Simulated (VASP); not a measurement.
A run of VASP 6.6.1:

File INCAR:

```
PREC = Accurate
ENCUT = 520
EDIFF = 1E-6
ISMEAR = -1
SIGMA = 0.02
LREAL = False
LASPH = True
NELM = 80
ALGO = Normal
ISIF = 2
LWAVE = False
LCHARG = False
GGA = CA
NBANDS = 12
```

Contents of KPOINTS:

```
Automatic mesh
0
Gamma
  8 8 8
```

File POSCAR:

```
Sb
1.0
    2.1647005704      1.2497904571      3.8274116321
   -2.1647005704      1.2497904571      3.8274116321
    0.0000000000     -2.4995809141      3.8274116321
Sb
2
Direct
    0.2315156446      0.2315156446      0.2315156446
    0.7684843554      0.7684843554      0.7684843554
```

Potentials or basis: VASP PAW LDA potentials, release 64 (Sb).

Launch:

```console
$ cat potpaw_LDA.64/Sb/POTCAR > POTCAR
$ mpirun -np 1 vasp_std > vasp.out
```

Hardware: 1 thread of Intel(R) Xeon(R) Platinum 8488C (Sapphire Rapids), on a shared host.

Task: How long does it take, and how much memory?

Result: It took 37 s on 1 thread of Intel(R) Xeon(R) Platinum 8488C (Sapphire Rapids) (shared host), peak memory 0.19 GiB. Counts: scf iterations 10, k points 65.
